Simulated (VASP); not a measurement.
# AlFe (Pm-3m) in VASP: a series of runs, part 2 of 2

VASP 6.6.1. The steps go on from the part before.

**4. Single point, PBE (volume scaled by 1.05)**

Input file INCAR:

```
SYSTEM = AlFe
  PREC = Accurate
  ENCUT = 520
  EDIFF = 1E-7
  ISMEAR = -1
  SIGMA = 0.1
  LREAL = .FALSE.
  LASPH = .TRUE.
  NELM = 100
  ALGO = Normal
  ISIF = 2
  LWAVE = .FALSE.
  LCHARG = .TRUE.
  GGA = PE
  LELF = .TRUE.
  LVHAR = .TRUE.
  NBANDS = 12
```

Input file KPOINTS:

```
Automatic mesh
0
G
  11 11 11
  0 0 0
```

Input file POSCAR:

```
AlFe
1.0
    2.9577133983      0.0000000000      0.0000000000
    0.0000000000      2.9577133983      0.0000000000
    0.0000000000      0.0000000000      2.9577133983
Al Fe
1 1
Direct
    0.0000000000      0.0000000000      0.0000000000
    0.5000000000      0.5000000000      0.5000000000
```

Potentials or basis: VASP PAW PBE potentials, release 64 (Al, Fe).

The run is started by

```console
$ cat potpaw_PBE.64/Al/POTCAR potpaw_PBE.64/Fe/POTCAR > POTCAR
$ mpirun -np 1 vasp_std > vasp.out
```

OUTCAR:

```text
SYSTEM = AlFe
   PREC = Accurate
   ENCUT = 520
   EDIFF = 1E-7
   ISMEAR = -1
   LREAL = .FALSE.
   LASPH = .TRUE.
   NELM = 100
   ISIF = 2
   GGA = PE

 ion  position               nearest neighbor table
   1  0.000  0.000  0.000-   2 2.56   2 2.56   2 2.56   2 2.56   2 2.56   2 2.56   2 2.56   2 2.56

   2  0.500  0.500  0.500-   1 2.56   1 2.56   1 2.56   1 2.56   1 2.56   1 2.56   1 2.56   1 2.56

  LATTYP: Found a simple cubic cell.
 ALAT       =     2.9577133983

  Lattice vectors:

 A1 = (   2.9577133983,   0.0000000000,   0.0000000000)
 A2 = (   0.0000000000,   2.9577133983,   0.0000000000)
 A3 = (   0.0000000000,   0.0000000000,   2.9577133983)

Analysis of symmetry for initial positions (statically):
=====================================================================
 Subroutine PRICEL returns:
 Original cell was already a primitive cell.

 Routine SETGRP: Setting up the symmetry group for a
 simple cubic supercell.

 Subroutine GETGRP returns: Found 48 space group operations
[... 9 lines left out ...]

 Routine SETGRP: Setting up the symmetry group for a
 simple cubic supercell.

 Subroutine GETGRP returns: Found 48 space group operations
[... 11 lines left out ...]
                                     Primitive cell

  volume of cell :      25.8743

  direct lattice vectors                    reciprocal lattice vectors
     2.957713398  0.000000000  0.000000000     0.338099020  0.000000000  0.000000000
     0.000000000  2.957713398  0.000000000     0.000000000  0.338099020  0.000000000
     0.000000000  0.000000000  2.957713398     0.000000000  0.000000000  0.338099020

  length of vectors
     2.957713398  2.957713398  2.957713398     0.338099020  0.338099020  0.338099020

  position of ions in fractional coordinates (direct lattice)
[... 8 lines left out ...]
----------------------------------------------------------------------------------------

 KPOINTS: Automatic mesh

Automatic generation of k-mesh.
 Grid dimensions read from file:
[... 86 lines left out ...]
  volume/ion in A,a.u.               =      12.94        87.30
  Fermi-wavevector in a.u.,A,eV,Ry     =   1.230976  2.326208 20.616939  1.515302
  Thomas-Fermi vector in A             =   2.365804
   LORBIT       =      0    0 simple, 1 ext, 2 COOP (PROOUT), +10 PAW based schemes
   GGA     = PE    functional components
   LHFCALC =     F    Hartree Fock is set to
   AEXX    =    0.0000 exact exchange contribution
   IVDW    =     0    specifies the selected vdW correction
   LEPSILON=     F    determine dielectric tensor
   LRPA    =     F    only Hartree local field effects (RPA)
 non-spin polarized calculation
  energy-cutoff  :      520.00
  volume of cell :       25.87
 maximum number of plane-waves:       739
 NGX is ok and might be reduce to    24
   NGX = 11   NGY = 11   NGZ = 11

 number of electron      11.0000008 magnetization

 Free energy of the ion-electron system (eV)
  ---------------------------------------------------
  ext. energy  EPLUGINS =         0.00000000
  ---------------------------------------------------
  free energy    TOTEN  =       -12.56085601 eV

  energy without entropy =      -12.45577468  energy(sigma->0) =      -12.50831535

 E-fermi :   7.0645     XC(G=0): -11.7457

 val. band max:        7.0477698376   @ k =   0.1818   0.0909   0.0909
 cond. band min:       7.0746908768   @ k =   0.0909   0.0909   0.0000
 fundamental gap:      0.0269210392
 Fermi energy:         7.0645317513

 k-point     1 :       0.0000    0.0000    0.0000
  band No.  band energies     occupation
      1      -2.7726      2.00000
      2       5.1202      2.00000
      3       5.1202      2.00000
      4       7.1762      0.49340
      5       7.1762      0.49337
      6       7.1762      0.49337
      7      13.0356      0.00000
      8      13.0356      0.00000
      9      13.0356      0.00000
     10      16.0716      0.00000
     11      16.0716      0.00000
     12      21.1609      0.00000
[... 331 lines left out ...]
 k-point    24 :       0.2727    0.0909    0.0909
  band No.  band energies     occupation
      1      -1.2135      2.00000
      2       4.5378      2.00000
      3       5.4344      2.00000
      4       6.5195      1.99145
      5       6.5553      1.98779
      6       7.0848      0.89916
      7       9.1271      0.00000
      8      13.2404      0.00000
      9      13.8602      0.00000
     10      17.6304      0.00000
     11      20.5251      0.00000
     12      21.1514      0.00000

 [... further k-points ...]
[... 5 lines left out ...]
  --------------------------------------------------------------------------------------
  -------------------------------------------------------------------------------------
  Total       -2.1262219     -2.1262219     -2.1262219      0.0000000     -0.0000000      0.0000000
  in kB     -131.6591091   -131.6591091   -131.6591091      0.0000000     -0.0000000      0.0000000
  external PRESSURE =    -131.6591091 kB  Pullay stress =       0.0000000 kB

 VOLUME and BASIS-vectors are now :
 -----------------------------------------------------------------------------
  energy-cutoff  :      520.00
  volume of cell :       25.87
      direct lattice vectors                 reciprocal lattice vectors
     2.957713398  0.000000000  0.000000000     0.338099020  0.000000000  0.000000000
     0.000000000  2.957713398  0.000000000     0.000000000  0.338099020  0.000000000
     0.000000000  0.000000000  2.957713398     0.000000000  0.000000000  0.338099020

 POSITION                                       TOTAL-FORCE (eV/Angst)
 -----------------------------------------------------------------------------------
      0.00000      0.00000      0.00000         0.000000      0.000000      0.000000
      1.47886      1.47886      1.47886         0.000000      0.000000      0.000000
 -----------------------------------------------------------------------------------
    total drift:                                0.000000     -0.000000     -0.000000

  FREE ENERGIE OF THE ION-ELECTRON SYSTEM (eV)
  ---------------------------------------------------
  free  energy   TOTEN  =       -12.5608560088 eV

  energy  without entropy=      -12.4557746837  energy(sigma->0) =      -12.50831535
```

OSZICAR:

```text
N       E                     dE             d eps       ncg     rms          rms(c)
DAV:   1     0.315125124181E+02    0.31513E+02   -0.44035E+03  1352   0.850E+02
DAV:   2    -0.129827715776E+02   -0.44495E+02   -0.40718E+02  1356   0.161E+02
DAV:   3    -0.144747300109E+02   -0.14920E+01   -0.14650E+01  1672   0.351E+01
DAV:   4    -0.144966083601E+02   -0.21878E-01   -0.21867E-01  1500   0.379E+00
DAV:   5    -0.144972709314E+02   -0.66257E-03   -0.66255E-03  1668   0.739E-01    0.132E+01
DAV:   6    -0.173648563221E+02   -0.28676E+01   -0.64280E+01  1508   0.104E+02    0.212E+01
DAV:   7    -0.125979968534E+02    0.47669E+01   -0.39273E+01  1540   0.670E+01    0.252E+00
DAV:   8    -0.125750697801E+02    0.22927E-01   -0.19362E-01  1536   0.366E+00    0.159E+00
DAV:   9    -0.125612875677E+02    0.13782E-01   -0.45895E-02  1680   0.283E+00    0.412E-01
DAV:  10    -0.125608607123E+02    0.42686E-03   -0.14194E-03  1876   0.413E-01    0.157E-01
DAV:  11    -0.125608564266E+02    0.42857E-05   -0.30230E-05  1676   0.523E-02    0.259E-02
DAV:  12    -0.125608562732E+02    0.15340E-06   -0.34016E-06  1892   0.197E-02    0.415E-03
DAV:  13    -0.125608560175E+02    0.25568E-06   -0.24614E-07   960   0.416E-03    0.626E-04
DAV:  14    -0.125608560088E+02    0.86969E-08   -0.42652E-08   784   0.173E-03
   1 F= -.12560856E+02 E0= -.12508315E+02  d E =-.105081E+00
```

Wall time 5.8 s (1 thread of Intel Xeon 6975P-C (Granite Rapids), shared host); peak memory 0.14 GiB.

Results:

| Quantity | Value |
| --- | --- |
| Free energy | -12.5609 eV |
| Pressure | -13.2 GPa |

**5. Single point, PBE (volume scaled by 1.1)**

Input file INCAR:

```
SYSTEM = AlFe
ALGO = Normal
EDIFF = 1E-6
ENCUT = 520
GGA = PE
ISIF = 2
ISMEAR = -1
LASPH = .True.
LCHARG = .True.
LELF = .True.
LREAL = .False.
LVHAR = .True.
LWAVE = .False.
NBANDS = 12
NELM = 100
PREC = Accurate
SIGMA = 0.1
```

Input file KPOINTS:

```
k-points
0
Gamma
  11 11 11
  0 0 0
```

Input file POSCAR:

```
AlFe
1.0
    3.0039351360      0.0000000000      0.0000000000
    0.0000000000      3.0039351360      0.0000000000
    0.0000000000      0.0000000000      3.0039351360
Al Fe
1 1
Direct
    0.0000000000      0.0000000000      0.0000000000
    0.5000000000      0.5000000000      0.5000000000
```

Potentials or basis: VASP PAW PBE potentials, release 64 (Al, Fe).

The run is started by

```console
$ cat potpaw_PBE.64/Al/POTCAR potpaw_PBE.64/Fe/POTCAR > POTCAR
$ mpirun -np 1 vasp_std > vasp.out
```

OUTCAR:

```text
SYSTEM = AlFe
   EDIFF = 1E-6
   ENCUT = 520
   GGA = PE
   ISIF = 2
   ISMEAR = -1
   LASPH = .True.
   LREAL = .False.
   NELM = 100
   PREC = Accurate

 ion  position               nearest neighbor table
   1  0.000  0.000  0.000-   2 2.60   2 2.60   2 2.60   2 2.60   2 2.60   2 2.60   2 2.60   2 2.60

   2  0.500  0.500  0.500-   1 2.60   1 2.60   1 2.60   1 2.60   1 2.60   1 2.60   1 2.60   1 2.60

  LATTYP: Found a simple cubic cell.
 ALAT       =     3.0039351360

  Lattice vectors:

 A1 = (   3.0039351360,   0.0000000000,   0.0000000000)
 A2 = (   0.0000000000,   3.0039351360,   0.0000000000)
 A3 = (   0.0000000000,   0.0000000000,   3.0039351360)

Analysis of symmetry for initial positions (statically):
=====================================================================
 Subroutine PRICEL returns:
 Original cell was already a primitive cell.

 Routine SETGRP: Setting up the symmetry group for a
 simple cubic supercell.

 Subroutine GETGRP returns: Found 48 space group operations
[... 9 lines left out ...]

 Routine SETGRP: Setting up the symmetry group for a
 simple cubic supercell.

 Subroutine GETGRP returns: Found 48 space group operations
[... 156 lines left out ...]
 Fermi energy:         6.6280417757

 k-point     1 :       0.0000    0.0000    0.0000
  band No.  band energies     occupation
      1      -2.9605      2.00000
      2       4.8154      2.00000
      3       4.8154      2.00000
      4       6.7248      0.55085
      5       6.7248      0.55081
      6       6.7248      0.55081
      7      12.3450      0.00000
      8      12.3450      0.00000
      9      12.3450      0.00000
     10      15.4051      0.00000
     11      15.4051      0.00000
     12      19.8641      0.00000
[... 331 lines left out ...]
 k-point    24 :       0.2727    0.0909    0.0909
  band No.  band energies     occupation
      1      -1.4513      2.00000
      2       4.2151      2.00000
      3       5.1049      2.00000
      4       6.1088      1.98894
      5       6.1401      1.98492
      6       6.6397      0.94164
      7       8.5459      0.00000
      8      12.5706      0.00000
      9      13.1058      0.00000
     10      16.9560      0.00000
     11      19.6222      0.00000
     12      20.2174      0.00000

 [... further k-points ...]
[... 5 lines left out ...]
  --------------------------------------------------------------------------------------
  -------------------------------------------------------------------------------------
  Total       -3.0556256     -3.0556256     -3.0556256      0.0000000      0.0000000     -0.0000000
  in kB     -180.6088682   -180.6088682   -180.6088682      0.0000000      0.0000000     -0.0000000
  external PRESSURE =    -180.6088682 kB  Pullay stress =       0.0000000 kB

 VOLUME and BASIS-vectors are now :
 -----------------------------------------------------------------------------
  energy-cutoff  :      520.00
  volume of cell :       27.11
      direct lattice vectors                 reciprocal lattice vectors
     3.003935136  0.000000000  0.000000000     0.332896669  0.000000000  0.000000000
     0.000000000  3.003935136  0.000000000     0.000000000  0.332896669  0.000000000
     0.000000000  0.000000000  3.003935136     0.000000000  0.000000000  0.332896669

 POSITION                                       TOTAL-FORCE (eV/Angst)
 -----------------------------------------------------------------------------------
      0.00000      0.00000      0.00000         0.000000      0.000000      0.000000
      1.50197      1.50197      1.50197         0.000000      0.000000      0.000000
 -----------------------------------------------------------------------------------
    total drift:                                0.000000     -0.000000     -0.000000

  FREE ENERGIE OF THE ION-ELECTRON SYSTEM (eV)
  ---------------------------------------------------
  free  energy   TOTEN  =       -12.4396918295 eV

  energy  without entropy=      -12.3292174501  energy(sigma->0) =      -12.38445464
```

OSZICAR:

```text
N       E                     dE             d eps       ncg     rms          rms(c)
DAV:   1     0.303868857509E+02    0.30387E+02   -0.43115E+03  1348   0.845E+02
DAV:   2    -0.129555630832E+02   -0.43342E+02   -0.39791E+02  1372   0.157E+02
DAV:   3    -0.143272821775E+02   -0.13717E+01   -0.13379E+01  1656   0.339E+01
DAV:   4    -0.143505547473E+02   -0.23273E-01   -0.23259E-01  1520   0.378E+00
DAV:   5    -0.143512707628E+02   -0.71602E-03   -0.71599E-03  1692   0.759E-01    0.130E+01
DAV:   6    -0.177128785335E+02   -0.33616E+01   -0.69106E+01  1500   0.105E+02    0.228E+01
DAV:   7    -0.124729966064E+02    0.52399E+01   -0.42839E+01  1552   0.679E+01    0.252E+00
DAV:   8    -0.124536949234E+02    0.19302E-01   -0.19979E-01  1488   0.354E+00    0.162E+00
DAV:   9    -0.124401187940E+02    0.13576E-01   -0.45498E-02  1668   0.280E+00    0.432E-01
DAV:  10    -0.124396916223E+02    0.42717E-03   -0.13820E-03  1788   0.376E-01    0.153E-01
DAV:  11    -0.124396914589E+02    0.16335E-06   -0.31298E-05  1664   0.519E-02    0.257E-02
DAV:  12    -0.124396918295E+02   -0.37061E-06   -0.15283E-06  1080   0.134E-02
   1 F= -.12439692E+02 E0= -.12384455E+02  d E =-.110474E+00
```

Wall time 4.7 s (1 thread of Intel Xeon 6975P-C (Granite Rapids), shared host); peak memory 0.14 GiB.

What came out:

| Property | Result |
| --- | --- |
| Free energy | -12.4397 eV |
| Pressure | -18.1 GPa |

**6. Summary**

| cell | gap on the mesh (eV) | pressure (GPa) |
| --- | --- | --- |
| a = 2.861 Å, 2 atoms | none | 2.0 |
| a = 2.910 Å, 2 atoms | none | -6.6 |
| a = 2.958 Å, 2 atoms | none | -13.2 |
| a = 3.004 Å, 2 atoms | none | -18.1 |

Alike in all rows: task single point; level PBE; potentials or basis VASP PAW PBE potentials, release 64 (Al, Fe); no spin polarisation; k mesh 11 × 11 × 11; cutoff (eV) 520; smearing fermi-dirac 0.1 eV.

Absolute energies hang on the potentials; compare differences alone.
